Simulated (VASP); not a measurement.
Na, 1 atom in the cell. The typed cell holds 1 atom: a = 3.972 Å, b = 3.654 Å, c = 3.721 Å, α = 118.26°, β = 122.85°, γ = 84.15°. 

| Quantity | Value |
| --- | --- |
| Program | VASP 6.6.1 |
| Task | single point |
| Functional | PBE |
| Potentials or basis | VASP PAW PBE potentials, release 64 (Na_pv) |
| Cutoff | 500 eV |
| k mesh | 1 × 4 × 1 |
| Occupations | gaussian, width 0.034 eV |
| Spin | no spin polarisation |
| Dipole correction | no |
| Further INCAR settings | ALGO = Normal; EDIFF = 1e-06; NBANDS = 10 |

Potentials or basis: VASP PAW PBE potentials, release 64 (Na_pv).

Launch:

```bash
$ cat potpaw_PBE.64/Na_pv/POTCAR > POTCAR
$ mpirun -np 1 vasp_std > vasp.out
```

Hardware: 1 thread of AMD EPYC 7R43 64-Core Processor (Zen 3), with other jobs on the host.

Problem. Estimate the wall time of this run.

Solution. Wall time 2.7 s on 1 thread of AMD EPYC 7R43 64-Core Processor (Zen 3), with other jobs on the host, peak memory 0.11 GiB. Counts: scf iterations 9, k points 3.
